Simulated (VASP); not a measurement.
## Ga: single point with PBEsol

Crystal: Ga.

```
CELL_PARAMETERS angstrom
2.23505 -3.79866 0.00000
2.23505 3.79866 0.00000
0.00000 0.00000 4.48978
ATOMIC_POSITIONS crystal
Ga 0.15592 0.84408 0.08325
Ga 0.65592 0.34408 0.41675
Ga 0.84408 0.15592 0.91675
Ga 0.34408 0.65592 0.58325
```

| Property | Result |
| --- | --- |
| Program | VASP 6.6.1 |
| Task | single point |
| Functional | PBEsol |
| Potentials or basis | VASP PAW PBE potentials, release 64 (Ga_d) |
| Cutoff | 520 eV |
| k mesh | 12 × 12 × 10 |
| Occupations | gaussian, width 0.1 eV |
| Spin | no spin polarisation |
| Dipole correction | no |
| Further INCAR settings | ALGO = Normal; EDIFF = 1e-07; NBANDS = 34 |

```yaml
Pressure: 0.1 GPa
Band_gap_on_the_k_mesh: zero (band 26 reaches 5.56 eV, above the bottom of band 27 at 4.18 eV)
```

Forces on the atoms (eV/Å):
```
Ga   0.000  0.002 -0.002
Ga   0.000  0.002  0.002
Ga   0.000 -0.002  0.002
Ga   0.000 -0.002 -0.002
```

Stress tensor (GPa, compression positive):
```
0.09 0.00 0.00
0.00 0.00 0.00
0.00 0.00 0.11
```

Levels at points of the mesh, in eV from the Fermi level:
| k point | band 23 | band 24 | band 25 | band 26 | band 27 | band 28 | band 29 | band 30 |
| --- | --- | --- | --- | --- | --- | --- | --- | --- |
| (0.00, 0.00, 0.00) | -3.77 | -1.74 | -1.63 | -0.73 | 0.95 | 1.01 | 1.11 | 5.25 |
| (0.50, 0.00, 0.00) | -3.42 | -3.42 | -1.37 | -1.37 | 0.77 | 0.77 | 4.27 | 4.27 |
| (0.50, 0.50, 0.00) | -4.06 | -3.33 | -1.70 | -1.56 | 1.12 | 1.23 | 3.50 | 3.89 |
| (0.00, 0.00, 0.50) | -0.01 | -0.01 | 0.02 | 0.02 | 0.12 | 0.12 | 2.11 | 2.11 |
| (0.50, 0.00, 0.50) | -6.33 | -6.33 | -1.54 | -1.54 | 0.56 | 0.56 | 7.39 | 7.39 |
| (0.50, 0.50, 0.50) | -5.39 | -5.39 | -1.27 | -1.27 | -0.89 | -0.89 | 6.85 | 6.85 |

Wall time 3.7 min on 1 thread of Intel(R) Xeon(R) 6975P-C (Granite Rapids) (shared host), peak memory 0.55 GiB.

Caveat: the PAW data sets were made with another functional, which shifts forces and pressure a little.
